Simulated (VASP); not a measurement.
# K2Cu2O3 (P2_1/c) in VASP: single point with PBE+U

Aim: the single point of K2Cu2O3 with PBE+U.

Program: VASP 6.6.1. These are calculated values, not measurements. Logs are shortened: lines on timing, memory, paths and dates and some standing lists are left out, and cuts for length are marked.

## Step 1: The cell of the first run

Symmetry: P2_1/c, No. 14, monoclinic system. Conventional cell: a = 6.009 Å, b = 6.295 Å, c = 6.167 Å, α = 90.00°, β = 116.00°, γ = 90.00°. Within 2.6 Å of Cu (site symmetry 1) lie 4 O at 1.99 to 2.12 Å. Within 2.6 Å of O (site symmetry 1) lie 3 Cu at 1.99 to 2.12 Å and 1 K at 2.56 Å. O (site symmetry -1) has 2 Cu at 2.00 Å and 4 K at 2.52 to 2.59 Å within 2.6 Å. K (site symmetry 1) has 7 O at 2.52 to 3.50 Å and 7 Cu at 3.13 to 3.44 Å and 3 K at 3.32 to 3.33 Å within 3.6 Å.

## Step 2: Single point, PBE+U

File INCAR:

```
PREC = Accurate ; ENCUT = 600
EDIFF = 1E-6 ; ISMEAR = -1
SIGMA = 0.1 ; LREAL = F
LASPH = T ; NELM = 200
ALGO = Normal ; ISIF = 2
LWAVE = F ; LCHARG = F
LMAXMIX = 4 ; LDAU = T
LDAUTYPE = 2 ; LDAUL = 2 -1 -1
LDAUU = 3.22 0 0 ; LDAUJ = 0 0 0
LDAUPRINT = 1 ; GGA = PE
NBANDS = 71 ; GGA_COMPAT = F
```

File KPOINTS:

```
Automatic mesh
0
Gamma
  4 3 3
  0 0.5 0.5
```

File POSCAR:

```
K2Cu2O3
1.0
    6.0089352400      0.0000000000      0.0000000000
    0.0000000000      6.2954756600      0.0000000000
   -2.7035147400      0.0000000000      5.5430345100
Cu O K
4 6 4
Direct
    0.3300000000      0.1243000000      0.0676000000
    0.6700000000      0.6243000000      0.4324000000
    0.6700000000      0.8757000000      0.9324000000
    0.3300000000      0.3757000000      0.5676000000
    0.3984000000      0.3856000000      0.2673000000
    0.6016000000      0.8856000000      0.2327000000
    0.6016000000      0.6144000000      0.7327000000
    0.3984000000      0.1144000000      0.7673000000
    0.0000000000      0.0000000000      0.0000000000
    0.0000000000      0.5000000000      0.5000000000
    0.1809000000      0.8502000000      0.4224000000
    0.8191000000      0.3502000000      0.0776000000
    0.8191000000      0.1498000000      0.5776000000
    0.1809000000      0.6498000000      0.9224000000
```

Potentials or basis: VASP PAW PBE potentials, release 64 (Cu, O, K_sv).

Run with:

```console
$ cat potpaw_PBE.64/Cu/POTCAR potpaw_PBE.64/O/POTCAR potpaw_PBE.64/K_sv/POTCAR > POTCAR
$ mpirun -np 1 vasp_std > vasp.out
```

OUTCAR:

```text
PREC = Accurate
   ENCUT = 600
   EDIFF = 1E-6
   ISMEAR = -1
   LREAL = F
   LASPH = T
   NELM = 200
   ISIF = 2
   GGA = PE

 ion  position               nearest neighbor table
   1  0.330  0.124  0.068-   5 1.99   9 2.00   8 2.07   6 2.12  14 3.13  11 3.21  13 3.23  13 3.23
                            12 3.24
   2  0.670  0.624  0.432-   6 1.99  10 2.00   7 2.07   5 2.12  13 3.13  12 3.21  14 3.23  14 3.23
                            11 3.24
   3  0.670  0.876  0.932-   7 1.99   9 2.00   6 2.07   8 2.12  12 3.13  13 3.21  11 3.23  11 3.23
                            14 3.24
   4  0.330  0.376  0.568-   8 1.99  10 2.00   5 2.07   7 2.12  11 3.13  14 3.21  12 3.23  12 3.23
                            13 3.24
   5  0.398  0.386  0.267-   1 1.99   4 2.07   2 2.12  14 2.56  13 2.83
   6  0.602  0.886  0.233-   2 1.99   3 2.07   1 2.12  13 2.56  14 2.83
   7  0.602  0.614  0.733-   3 1.99   2 2.07   4 2.12  12 2.56  11 2.83
   8  0.398  0.114  0.767-   4 1.99   1 2.07   3 2.12  11 2.56  12 2.83
   9  0.000  0.000  0.000-   1 2.00   3 2.00  11 2.52  13 2.52  12 2.59  14 2.59
  10  0.000  0.500  0.500-   2 2.00   4 2.00  12 2.52  14 2.52  13 2.59  11 2.59
  11  0.181  0.850  0.422-   9 2.52   8 2.56  10 2.59   7 2.83   4 3.13   1 3.21   3 3.23   3 3.23
                             2 3.24  13 3.32  14 3.33  14 3.33
  12  0.819  0.350  0.078-  10 2.52   7 2.56   9 2.59   8 2.83   3 3.13   2 3.21   4 3.23   4 3.23
                             1 3.24  14 3.32  13 3.33  13 3.33
  13  0.819  0.150  0.578-   9 2.52   6 2.56  10 2.59   5 2.83   2 3.13   3 3.21   1 3.23   1 3.23
                             4 3.24  11 3.32  12 3.33  12 3.33
  14  0.181  0.650  0.922-  10 2.52   5 2.56   9 2.59   6 2.83   1 3.13   4 3.21   2 3.23   2 3.23
                             3 3.24  12 3.32  11 3.33  11 3.33

  LATTYP: Found a simple monoclinic cell.
 ALAT       =     6.0089352400
 B/A-ratio  =     1.0476857228
 C/A-ratio  =     1.0263364517
 COS(beta)  =    -0.4383706451

  Lattice vectors:

 A1 = (   6.0089352400,   0.0000000000,   0.0000000000)
 A2 = (   0.0000000000,   6.2954756600,   0.0000000000)
 A3 = (  -2.7035147400,   0.0000000000,   5.5430345100)

Analysis of symmetry for initial positions (statically):
=====================================================================
 Subroutine PRICEL returns:
 Original cell was already a primitive cell.

 Routine SETGRP: Setting up the symmetry group for a
 simple monoclinic supercell.

 Subroutine GETGRP returns: Found  4 space group operations
 (whereof  2 operations were pure point group operations)
 out of a pool of  4 trial point group operations.

The static configuration has the point symmetry S_2 .
 The point group associated with its full space group is C_2h.

Analysis of symmetry for dynamics (positions and initial velocities):
=====================================================================
 Subroutine PRICEL returns:
 Original cell was already a primitive cell.

 Routine SETGRP: Setting up the symmetry group for a
 simple monoclinic supercell.

 Subroutine GETGRP returns: Found  4 space group operations
 (whereof  2 operations were pure point group operations)
 out of a pool of  4 trial point group operations.

The dynamic configuration has the point symmetry S_2 .
 The point group associated with its full space group is C_2h.

 Subroutine INISYM returns: Found  4 space group operations
 (whereof  2 operations are pure point group operations),
 and found     1 'primitive' translations

----------------------------------------------------------------------------------------

                                     Primitive cell

  volume of cell :     209.6880

  direct lattice vectors                    reciprocal lattice vectors
[... 96 lines left out ...]
   LSORBIT =      F    spin-orbit coupling
   LASPH  =      T    aspherical Exc in radial PAW
   ENCUT  =  600.0 eV  44.10 Ry    6.64 a.u.  12.00 12.57 12.32*2*pi/ulx,y,z
   NELM   =    200;   NELMIN=  2; NELMDL= -5     # of ELM steps
   EDIFF  = 0.1E-05   stopping-criterion for ELM
   LREAL  =      F    real-space projection
   EDIFFG = 0.1E-04   stopping-criterion for IOM
   NSW    =      0    number of steps for IOM
   IBRION =     -1    ionic relax: 0-MD 1-quasi-New 2-CG
   NFREE  =      0    steps in history (QN), initial steepest desc. (CG)
   ISIF   =      2    stress and relaxation
   ISYM   =      2    0-nonsym 1-usesym 2-fastsym
   POTIM  = 0.5000    time-step for ionic-motion
   TEBEG  =    0.0;   TEEND  =   0.0 temperature during run
   PSTRESS=    0.0 pullay stress
   NELECT =     116.0000    total number of electrons
   NUPDOWN=      -1.0000    fix difference up-down
   EMIN   =  10.00;   EMAX   =-10.00  energy-range for DOS
   EFERMI =   0.00;   METHOD = LEGACY
   ISMEAR =    -1;   SIGMA  =   0.10  broadening in eV -4-tet -1-fermi 0-gaus
   EFERMI_NEDOS =   21; number of points for ismear=-14 and -15
   IALGO  =     38    algorithm
   IMIX   =      4    mixing-type and parameters
     AMIX     =   0.40;   BMIX     =  1.00
     AMIX_MAG =   1.60;   BMIX_MAG =  1.00
  volume/ion in A,a.u.               =      14.98       101.07
  Fermi-wavevector in a.u.,A,eV,Ry     =   1.343908  2.539618 24.573337  1.806089
  Thomas-Fermi vector in A             =   2.471944
   LORBIT       =      0    0 simple, 1 ext, 2 COOP (PROOUT), +10 PAW based schemes
 LDA+U is selected, type is set to LDAUTYPE =  2
   angular momentum for each species LDAUL =     2   -1   -1
   U (eV)           for each species LDAUU =   3.2  0.0  0.0
   J (eV)           for each species LDAUJ =   0.0  0.0  0.0
   GGA     = PE    functional components
   LHFCALC =     F    Hartree Fock is set to
   AEXX    =    0.0000 exact exchange contribution
   IVDW    =     0    specifies the selected vdW correction
   LEPSILON=     F    determine dielectric tensor
   LRPA    =     F    only Hartree local field effects (RPA)
 non-spin polarized calculation
  energy-cutoff  :      600.00
  volume of cell :      209.69
 maximum number of plane-waves:      7018
   NGX = 23   NGY = 25   NGZ = 25

atom =   1  type =  1  l = 2

 onsite density matrix

spin component  1
[... 116 lines left out ...]
  o =  0.8741  v =  0.4483 -0.3713  0.3429 -0.3525 -0.6476  0.0000  0.0000  0.0000  0.0000  0.0000      0.0000  0.0000  0.0000  0.0000  0.0000  0.0000  0.0000  0.0000  0.0000  0.0000
  o =  0.8741  v =  0.0000  0.0000  0.0000  0.0000  0.0000  0.4483 -0.3713  0.3429 -0.3525 -0.6476      0.0000  0.0000  0.0000  0.0000  0.0000  0.0000  0.0000  0.0000  0.0000  0.0000
  o =  0.9115  v = -0.3644 -0.1803  0.3786 -0.7075  0.4368  0.0000  0.0000  0.0000  0.0000  0.0000      0.0000  0.0000  0.0000  0.0000  0.0000  0.0000  0.0000  0.0000  0.0000  0.0000
  o =  0.9115  v =  0.0000  0.0000  0.0000  0.0000  0.0000 -0.3644 -0.1803  0.3786 -0.7075  0.4368      0.0000  0.0000  0.0000  0.0000  0.0000  0.0000  0.0000  0.0000  0.0000  0.0000
  o =  0.9196  v =  0.0000  0.0000  0.0000  0.0000  0.0000 -0.5155 -0.7490 -0.3334  0.1600 -0.1910      0.0000  0.0000  0.0000  0.0000  0.0000  0.0000  0.0000  0.0000  0.0000  0.0000
  o =  0.9196  v = -0.5155 -0.7490 -0.3334  0.1600 -0.1910  0.0000  0.0000  0.0000  0.0000  0.0000      0.0000  0.0000  0.0000  0.0000  0.0000  0.0000  0.0000  0.0000  0.0000  0.0000
  o =  0.9593  v = -0.6290  0.4764  0.2131 -0.0383 -0.5749  0.0000  0.0000  0.0000  0.0000  0.0000      0.0000  0.0000  0.0000  0.0000  0.0000  0.0000  0.0000  0.0000  0.0000  0.0000
  o =  0.9593  v =  0.0000  0.0000  0.0000  0.0000  0.0000 -0.6290  0.4764  0.2131 -0.0383 -0.5749      0.0000  0.0000  0.0000  0.0000  0.0000  0.0000  0.0000  0.0000  0.0000  0.0000
  o =  0.9616  v =  0.0000  0.0000  0.0000  0.0000  0.0000 -0.0702 -0.2040  0.7632  0.5900  0.1514      0.0000  0.0000  0.0000  0.0000  0.0000  0.0000  0.0000  0.0000  0.0000  0.0000
  o =  0.9616  v = -0.0702 -0.2040  0.7632  0.5900  0.1514  0.0000  0.0000  0.0000  0.0000  0.0000      0.0000  0.0000  0.0000  0.0000  0.0000  0.0000  0.0000  0.0000  0.0000  0.0000

 number of electron     116.0000001 magnetization

 Free energy of the ion-electron system (eV)
  ---------------------------------------------------
  ext. energy  EPLUGINS =         0.00000000
  ---------------------------------------------------
  free energy    TOTEN  =       -55.37467466 eV

  energy without entropy =      -54.95789102  energy(sigma->0) =      -55.16628284

 E-fermi :   1.8926     XC(G=0):  -9.8966

 val. band max:        1.8881005023   @ k =   0.5000   0.1667   0.5000
 cond. band min:       1.8998158333   @ k =   0.0000   0.1667   0.1667
 fundamental gap:      0.0117153310
 Fermi energy:         1.8925629209

 k-point     1 :       0.0000    0.1667    0.1667
  band No.  band energies     occupation
      1     -26.9486      2.00000
      2     -26.8854      2.00000
      3     -26.8438      2.00000
      4     -26.8152      2.00000
      5     -15.2511      2.00000
      6     -15.1011      2.00000
[... 1011 lines left out ...]
     69       8.8064      0.00000
     70       8.8064      0.00000
 [bands above 70 left out]

------------------------ aborting loop because EDIFF is reached ----------------------------------------

  FORCE on cell =-STRESS in cart. coord.  units (eV):
  Direction    XX          YY          ZZ          XY          YZ          ZX
  --------------------------------------------------------------------------------------
  -------------------------------------------------------------------------------------
  Total       -5.0409685     -0.3214261      3.4200098      0.0000000      0.0000000      0.5097158
  in kB      -38.5168634     -2.4559417     26.1314962      0.0000000      0.0000000      3.8946194
  external PRESSURE =      -4.9471030 kB  Pullay stress =       0.0000000 kB

 VOLUME and BASIS-vectors are now :
 -----------------------------------------------------------------------------
  energy-cutoff  :      600.00
  volume of cell :      209.69
      direct lattice vectors                 reciprocal lattice vectors
     6.008935240  0.000000000  0.000000000     0.166418835  0.000000000  0.081167774
     0.000000000  6.295475660  0.000000000     0.000000000  0.158844233  0.000000000
    -2.703514740  0.000000000  5.543034510     0.000000000  0.000000000  0.180406598

 POSITION                                       TOTAL-FORCE (eV/Angst)
 -----------------------------------------------------------------------------------
      1.80019      0.78253      0.37471        -0.040349      0.010669     -0.101466
      2.85699      3.93027      2.39681         0.040349      0.010669      0.101466
      1.50523      5.51295      5.16833         0.040349     -0.010669      0.101466
      0.44843      2.36521      3.14623        -0.040349     -0.010669     -0.101466
      1.67131      2.42754      1.48165        -0.163488     -0.560884      0.429188
      2.98587      5.57527      1.28986         0.163488     -0.560884     -0.429188
      1.63411      3.86794      4.06138         0.163488      0.560884     -0.429188
      0.31955      0.72020      4.25317        -0.163488      0.560884      0.429188
      0.00000      0.00000      0.00000        -0.000000     -0.000000     -0.000000
     -1.35176      3.14774      2.77152        -0.000000     -0.000000     -0.000000
     -0.05495      5.35241      2.34138         0.134766     -0.022963      0.057414
      4.71213      2.20468      0.43014        -0.134766     -0.022963     -0.057414
      3.36037      0.94306      3.20166        -0.134766      0.022963     -0.057414
     -1.40671      4.09080      5.11290         0.134766      0.022963      0.057414
 -----------------------------------------------------------------------------------
    total drift:                                0.000000      0.000000     -0.000000

  FREE ENERGIE OF THE ION-ELECTRON SYSTEM (eV)
  ---------------------------------------------------
  free  energy   TOTEN  =       -55.3746746570 eV

  energy  without entropy=      -54.9578910246  energy(sigma->0) =      -55.16628284
```

Run time: 10 min. Hardware: 1 thread of Intel Xeon 8259CL, shared host; peak memory 0.46 GiB.

What came out:

```yaml
Free_energy: -55.3747 eV
Pressure: -0.5 GPa
Largest_force: 0.725 eV/Å
Band_gap_on_the_k_mesh: zero (bands 58 and 59 overlap by 0.02 eV)
```

Forces in eV/Å, atoms in the order of the input:
```
Cu  -0.040  0.011 -0.101
Cu   0.040  0.011  0.101
Cu   0.040 -0.011  0.101
Cu  -0.040 -0.011 -0.101
O   -0.163 -0.561  0.429
O    0.163 -0.561 -0.429
O    0.163  0.561 -0.429
O   -0.163  0.561  0.429
O    0.000  0.000  0.000
O    0.000  0.000  0.000
K    0.135 -0.023  0.057
K   -0.135 -0.023 -0.057
K   -0.135  0.023 -0.057
K    0.135  0.023  0.057
```

Eigenvalues of the final occupation matrices:
```tsv
site	spin	trace	eigenvalues
site 1 d	1	4.63	0.87 0.91 0.92 0.96 0.96
site 1 d	2	4.63	0.87 0.91 0.92 0.96 0.96
site 2 d	1	4.63	0.87 0.91 0.92 0.96 0.96
site 2 d	2	4.63	0.87 0.91 0.92 0.96 0.96
site 3 d	1	4.63	0.87 0.91 0.92 0.96 0.96
site 3 d	2	4.63	0.87 0.91 0.92 0.96 0.96
site 4 d	1	4.63	0.87 0.91 0.92 0.96 0.96
site 4 d	2	4.63	0.87 0.91 0.92 0.96 0.96
```

Caveat: the k points lie up to 0.36 Å⁻¹ apart; U without spin polarisation on a metal has little footing.
